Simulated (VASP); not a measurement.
# WS2 (R3m) in VASP: notebook, part 2 of 3

VASP 6.6.1. Earlier steps stand in the parts before.

## (4) Single point, PBE+D3(BJ)

This run uses another cell than the first one, of 14.58 Å³/atom.

INCAR

```
SYSTEM = WS2
  ALGO = Normal
  EDIFF = 1E-6
  ENCUT = 520
  GGA = PE
  ISIF = 2
  ISMEAR = 0
  IVDW = 12
  LASPH = .TRUE.
  LCHARG = .FALSE.
  LREAL = .FALSE.
  LWAVE = .FALSE.
  NBANDS = 20
  NELM = 80
  PREC = Accurate
  SIGMA = 0.05
```

KPOINTS

```
k-points
0
G
  12 12 12
  0 0 0
```

POSCAR

```
WS2
1.0
    1.5628000000      0.9022830007      5.1698666667
   -1.5628000000      0.9022830007      5.1698666667
    0.0000000000     -1.8045660014      5.1698666667
W S
1 2
Direct
    0.9993440419      0.9993440419      0.9993440419
    0.7527816504      0.7527816504      0.7527816504
    0.5791743077      0.5791743077      0.5791743077
```

Potentials or basis: VASP PAW PBE potentials, release 64 (W_sv, S).

Command:

```bash
> cat potpaw_PBE.64/W_sv/POTCAR potpaw_PBE.64/S/POTCAR > POTCAR
> mpirun -np 1 vasp_std > vasp.out
```

OUTCAR:

```text
SYSTEM = WS2
   EDIFF = 1E-6
   ENCUT = 520
   GGA = PE
   ISIF = 2
   ISMEAR = 0
   IVDW = 12
   LASPH = .TRUE.
   LREAL = .FALSE.
   NELM = 80
   PREC = Accurate
 IVDW          = 12

 ion  position               nearest neighbor table
   1  0.999  0.999  0.999-   2 2.25   2 2.25   2 2.25   3 2.25   3 2.25   3 2.25
   2  0.753  0.753  0.753-   1 2.25   1 2.25   1 2.25   3 2.69
   3  0.579  0.579  0.579-   1 2.25   1 2.25   1 2.25   2 2.69

  LATTYP: Found a trigonal (rhomboedric) cell.
 ALAT       =     5.4757629427
 COS(alpha) =     0.8370900824

  Lattice vectors:

 A1 = (   1.5628000000,   0.9022830007,   5.1698666667)
 A2 = (  -1.5628000000,   0.9022830007,   5.1698666667)
 A3 = (   0.0000000000,  -1.8045660014,   5.1698666667)

Analysis of symmetry for initial positions (statically):
=====================================================================
 Subroutine PRICEL returns:
 Original cell was already a primitive cell.

 Routine SETGRP: Setting up the symmetry group for a
 trigonal (rhombohedral) supercell.

 Subroutine GETGRP returns: Found  6 space group operations
 (whereof  6 operations were pure point group operations)
 out of a pool of 12 trial point group operations.

The static configuration has the point symmetry C_3v.

Analysis of symmetry for dynamics (positions and initial velocities):
=====================================================================
 Subroutine PRICEL returns:
 Original cell was already a primitive cell.

 Routine SETGRP: Setting up the symmetry group for a
 trigonal (rhombohedral) supercell.

 Subroutine GETGRP returns: Found  6 space group operations
 (whereof  6 operations were pure point group operations)
 out of a pool of 12 trial point group operations.

The dynamic configuration has the point symmetry C_3v.

 Subroutine INISYM returns: Found  6 space group operations
 (whereof  6 operations are pure point group operations),
 and found     1 'primitive' translations

----------------------------------------------------------------------------------------

                                     Primitive cell

  volume of cell :      43.7398

  direct lattice vectors                    reciprocal lattice vectors
     1.562800000  0.902283001  5.169866667     0.319938572  0.184716621  0.064476195
    -1.562800000  0.902283001  5.169866667    -0.319938572  0.184716621  0.064476195
     0.000000000 -1.804566001  5.169866667     0.000000000 -0.369433241  0.064476195

  length of vectors
     5.475762943  5.475762943  5.475762943     0.375017465  0.375017465  0.375017465

  position of ions in fractional coordinates (direct lattice)
     0.999344042  0.999344042  0.999344042
     0.752781650  0.752781650  0.752781650
     0.579174308  0.579174308  0.579174308

  ion indices of the primitive-cell ions
   primitive index   ion index
                 1           1
                 2           2
                 3           3

----------------------------------------------------------------------------------------

 KPOINTS: k-points

Automatic generation of k-mesh.
 Grid dimensions read from file:
 generate k-points for:   12   12   12

 Generating k-lattice:

  Cartesian coordinates                     Fractional coordinates (reciprocal lattice)
     0.026661548  0.015393052  0.005373016     0.083333333 -0.000000000  0.000000000
    -0.026661548  0.015393052  0.005373016    -0.000000000  0.083333333  0.000000000
     0.000000000 -0.030786103  0.005373016     0.000000000  0.000000000  0.083333333

  Length of vectors
     0.031251455  0.031251455  0.031251455

  Shift w.r.t. Gamma in fractional coordinates (k-lattice)
     0.000000000  0.000000000  0.000000000

 Subroutine IBZKPT returns following result:
 ===========================================

 Found    189 irreducible k-points:

 Following reciprocal coordinates:
            Coordinates               Weight
  0.000000  0.000000  0.000000      1.000000
  0.083333 -0.000000  0.000000      6.000000
  0.166667 -0.000000  0.000000      6.000000
  0.250000 -0.000000  0.000000      6.000000
  0.333333 -0.000000  0.000000      6.000000
  0.416667 -0.000000  0.000000      6.000000
[... 16 lines left out ...]
  0.500000  0.166667  0.000000     12.000000
 -0.416667  0.166667 -0.000000     12.000000
 [... further k-points ...]
   k-points           NKPTS =    189   k-points in BZ     NKDIM =    189   number of bands    NBANDS=     20
   number of dos      NEDOS =    301   number of ions     NIONS =      3
   total plane-waves  NPLWV =  74088
   dimension x,y,z NGX =    42 NGY =   42 NGZ =   42
   dimension x,y,z NGXF=    84 NGYF=   84 NGZF=   84
   ions per type =               1   2
   NGX,Y,Z   is equivalent  to a cutoff of  12.75, 12.75, 12.75 a.u.
   NGXF,Y,Z  is equivalent  to a cutoff of  25.50, 25.50, 25.50 a.u.
 SYSTEM =  WS2
   PREC   = accura    normal or accurate (medium, high low for compatibility)
   ISTART =      0    job   : 0-new  1-cont  2-samecut
   ICHARG =      2    charge: 1-file 2-atom 10-const
   ISPIN  =      1    spin polarized calculation?
   LNONCOLLINEAR =      F non collinear calculations
   LSORBIT =      F    spin-orbit coupling
   LASPH  =      T    aspherical Exc in radial PAW
   ENCUT  =  520.0 eV  38.22 Ry    6.18 a.u.  10.18 10.18 10.18*2*pi/ulx,y,z
   NELM   =     80;   NELMIN=  2; NELMDL= -5     # of ELM steps
   EDIFF  = 0.1E-05   stopping-criterion for ELM
   LREAL  =      F    real-space projection
   EDIFFG = 0.1E-04   stopping-criterion for IOM
   NSW    =      0    number of steps for IOM
   IBRION =     -1    ionic relax: 0-MD 1-quasi-New 2-CG
   NFREE  =      0    steps in history (QN), initial steepest desc. (CG)
   ISIF   =      2    stress and relaxation
   ISYM   =      2    0-nonsym 1-usesym 2-fastsym
   POTIM  = 0.5000    time-step for ionic-motion
   TEBEG  =    0.0;   TEEND  =   0.0 temperature during run
   PSTRESS=    0.0 pullay stress
   NELECT =      26.0000    total number of electrons
   NUPDOWN=      -1.0000    fix difference up-down
   EMIN   =  10.00;   EMAX   =-10.00  energy-range for DOS
   EFERMI =   0.00;   METHOD = LEGACY
   ISMEAR =     0;   SIGMA  =   0.05  broadening in eV -4-tet -1-fermi 0-gaus
   EFERMI_NEDOS =   21; number of points for ismear=-14 and -15
   IALGO  =     38    algorithm
   IMIX   =      4    mixing-type and parameters
     AMIX     =   0.40;   BMIX     =  1.00
     AMIX_MAG =   1.60;   BMIX_MAG =  1.00
  volume/ion in A,a.u.               =      14.58        98.39
  Fermi-wavevector in a.u.,A,eV,Ry     =   1.376492  2.601193 25.779370  1.894730
  Thomas-Fermi vector in A             =   2.501732
   LORBIT       =      0    0 simple, 1 ext, 2 COOP (PROOUT), +10 PAW based schemes
   GGA     = PE    functional components
   LHFCALC =     F    Hartree Fock is set to
   AEXX    =    0.0000 exact exchange contribution
   IVDW    =    12    specifies the selected vdW correction
   LEPSILON=     F    determine dielectric tensor
   LRPA    =     F    only Hartree local field effects (RPA)
 non-spin polarized calculation
 Gauss-broadening in eV      SIGMA  =   0.05
  energy-cutoff  :      520.00
  volume of cell :       43.74
 maximum number of plane-waves:      1196
 NGX is ok and might be reduce to    42
   NGX = 21   NGY = 21   NGZ = 21

 number of electron      26.0000001 magnetization

 Free energy of the ion-electron system (eV)
  ---------------------------------------------------
  ext. energy  EPLUGINS =         0.00000000
  ---------------------------------------------------
  free energy    TOTEN  =       -21.82875447 eV

  energy without entropy =      -21.82824582  energy(sigma->0) =      -21.82850015

 E-fermi :  10.8861     XC(G=0): -12.0192

 val. band max:       10.8722211975   @ k =   0.5000   0.4167   0.4167
 cond. band min:      10.8896811323   @ k =   0.5000   0.5000   0.4167
 fundamental gap:      0.0174599347
 Fermi energy:        10.8861109525

 k-point     1 :       0.0000    0.0000    0.0000
  band No.  band energies     occupation
      1     -64.2065      2.00000
      2     -28.6227      2.00000
      3     -28.5054      2.00000
      4     -28.5054      2.00000
      5      -6.9653      2.00000
      6      -3.1504      2.00000
[... 12 lines left out ...]
     19      17.7988      0.00000
[... 513 lines left out ...]
      4     -28.5218      2.00000
      5      -4.2143      2.00000
      6      -3.3540      2.00000
[... 12 lines left out ...]
     19      18.6332      0.00000
     20      19.6560      0.00000

 [... further k-points ...]

------------------------ aborting loop because EDIFF is reached ----------------------------------------

 Edisp (eV)   -1.58161

 E8    (eV) :    -0.6680

  FORCE on cell =-STRESS in cart. coord.  units (eV):
  Direction    XX          YY          ZZ          XY          YZ          ZX
  --------------------------------------------------------------------------------------
  -------------------------------------------------------------------------------------
  Total       9.37896     9.37896    18.45726     0.00000    -0.00000     0.00000
  in kB     343.54885   343.54885   676.08455     0.00000    -0.00000     0.00000
  external pressure =      454.39 kB  Pullay stress =        0.00 kB

 VOLUME and BASIS-vectors are now :
 -----------------------------------------------------------------------------
  energy-cutoff  :      520.00
  volume of cell :       43.74
      direct lattice vectors                 reciprocal lattice vectors
     1.562800000  0.902283001  5.169866667     0.319938572  0.184716621  0.064476195
    -1.562800000  0.902283001  5.169866667    -0.319938572  0.184716621  0.064476195
     0.000000000 -1.804566001  5.169866667     0.000000000 -0.369433241  0.064476195

 POSITION                                       TOTAL-FORCE (eV/Angst)
 -----------------------------------------------------------------------------------
      0.00000      0.00000     15.49943         0.000000      0.000000      0.009959
      0.00000      0.00000     11.67534         0.000000     -0.000000      5.802822
      0.00000      0.00000      8.98276         0.000000     -0.000000     -5.812781
 -----------------------------------------------------------------------------------
    total drift:                                0.000000     -0.000000      0.000124

  FREE ENERGIE OF THE ION-ELECTRON SYSTEM (eV)
  ---------------------------------------------------
  free  energy   TOTEN  =       -23.4103656258 eV

  energy  without entropy=      -23.4098569775  energy(sigma->0) =      -23.41011130
```

OSZICAR:

```text
N       E                     dE             d eps       ncg     rms          rms(c)
DAV:   1     0.208596360164E+03    0.20860E+03   -0.13236E+04  7560   0.134E+03
DAV:   2    -0.123111626904E+02   -0.22091E+03   -0.21349E+03  8536   0.360E+02
DAV:   3    -0.228282308389E+02   -0.10517E+02   -0.10401E+02  9444   0.738E+01
DAV:   4    -0.229645762502E+02   -0.13635E+00   -0.13622E+00  9100   0.893E+00
DAV:   5    -0.229664846617E+02   -0.19084E-02   -0.19083E-02  9228   0.112E+00    0.387E+01
DAV:   6    -0.219399803188E+02    0.10265E+01   -0.36706E+00  8324   0.143E+01    0.172E+01
DAV:   7    -0.218459612046E+02    0.94019E-01   -0.55712E-01  7908   0.469E+00    0.640E+00
DAV:   8    -0.218314930162E+02    0.14468E-01   -0.12045E-01  8896   0.236E+00    0.170E+00
DAV:   9    -0.218288973530E+02    0.25957E-02   -0.95136E-03  9192   0.686E-01    0.731E-01
DAV:  10    -0.218287267577E+02    0.17060E-03   -0.33813E-03  8720   0.364E-01    0.147E-01
DAV:  11    -0.218287465778E+02   -0.19820E-04   -0.11917E-04  8788   0.883E-02    0.442E-02
DAV:  12    -0.218287515822E+02   -0.50044E-05   -0.11243E-05  9024   0.228E-02    0.171E-02
DAV:  13    -0.218287544771E+02   -0.28949E-05   -0.34722E-06  8556   0.124E-02    0.581E-03
DAV:  14    -0.218287544709E+02    0.62514E-08   -0.63040E-08  5064   0.176E-03
   1 F= -.23410366E+02 E0= -.23410111E+02  d E =-.508648E-03
```

Run time: 2.6 min. Hardware: 1 thread of Intel Xeon 6975P-C (Granite Rapids), shared host; peak memory 0.36 GiB.

What came out:

- Free energy: -23.4104 eV
- Pressure: 45.4 GPa
- Largest force: 5.813 eV/Å
- Band gap on the k mesh: zero (bands 13 and 14 overlap by 1.13 eV)
- Dispersion energy per atom: -0.527 eV

Forces on the atoms (eV/Å):
```
W    0.000  0.000  0.010
S    0.000  0.000  5.803
S    0.000  0.000 -5.813
```

Stress tensor (GPa, compression positive):
```
34.35  0.00  0.00
 0.00 34.35  0.00
 0.00  0.00 67.61
```

Caveat: the stress differs along the axes, from 34 to 68 GPa; spin-orbit coupling is left out, which moves the levels of the heavy elements; forces of over 1 eV/Å act on the atoms, so gaps and moduli don't describe the material at rest.

## (5) Single point, PBE+D3(BJ)

This run uses another cell than the first one, of 14.78 Å³/atom.

INCAR

```
SYSTEM = WS2
  PREC = Accurate
  ENCUT = 520
  EDIFF = 1E-6
  ISMEAR = 0
  SIGMA = 0.05
  LREAL = .FALSE.
  LASPH = .TRUE.
  NELM = 60
  ALGO = Normal
  ISIF = 2
  LWAVE = .FALSE.
  LCHARG = .TRUE.
  GGA = PE
  IVDW = 12
  LELF = .TRUE.
  LVHAR = .TRUE.
  NBANDS = 20
```

KPOINTS

```
regular mesh
0
G
  12 12 12
  0 0 0
```

POSCAR

```
WS2
1.0
    1.5312500000      0.8840675997      5.4597666667
   -1.5312500000      0.8840675997      5.4597666667
    0.0000000000     -1.7681351994      5.4597666667
W S
1 2
Direct
    0.9993440419      0.9993440419      0.9993440419
    0.7527816504      0.7527816504      0.7527816504
    0.5791743077      0.5791743077      0.5791743077
```

Command:

```bash
> cat potpaw_PBE.64/W_sv/POTCAR potpaw_PBE.64/S/POTCAR > POTCAR
> mpirun -np 1 vasp_std > vasp.out
```

Wall time 3.8 min (1 thread of Intel Xeon 6975P-C (Granite Rapids), shared host); peak memory 0.43 GiB.

Results (log left out):

```yaml
Free_energy: -23.9269 eV
Pressure: 40.1 GPa
Largest_force: 4.527 eV/Å
Band_gap_on_the_k_mesh: zero (bands 13 and 14 overlap by 0.06 eV)
Dispersion_energy_per_atom: -0.519 eV
```

Forces in eV/Å, atoms in the order of the input:
```
W    0.000  0.000  0.002
S    0.000  0.000  4.525
S    0.000  0.000 -4.527
```

Stress tensor (GPa, compression positive):
```
33.83  0.00  0.00
 0.00 33.83  0.00
 0.00  0.00 52.53
```

Levels at points of the mesh, in eV from the Fermi level:
| k point | band 10 | band 11 | band 12 | band 13 | band 14 | band 15 | band 16 | band 17 |
| --- | --- | --- | --- | --- | --- | --- | --- | --- |
| (0.00, 0.00, 0.00) | -3.86 | -3.86 | -1.93 | -1.31 | 1.47 | 1.47 | 2.47 | 2.47 |
| (0.50, 0.00, 0.00) | -5.95 | -3.11 | -2.94 | -2.74 | 1.66 | 2.20 | 3.12 | 3.64 |
| (0.50, 0.50, 0.00) | -5.77 | -4.15 | -3.38 | -2.55 | 1.52 | 2.30 | 2.69 | 4.66 |
| (0.50, 0.50, 0.50) | -5.00 | -3.78 | -3.78 | 0.10 | 1.69 | 1.69 | 2.09 | 2.09 |

Caveat: the stress differs along the axes, from 34 to 53 GPa; spin-orbit coupling is left out, which moves the levels of the heavy elements; forces of over 1 eV/Å act on the atoms, so gaps and moduli don't describe the material at rest.

(Continued in part 3 of 3.)

The gap in the log of VASP goes by the Fermi energy; the results here count the filled bands.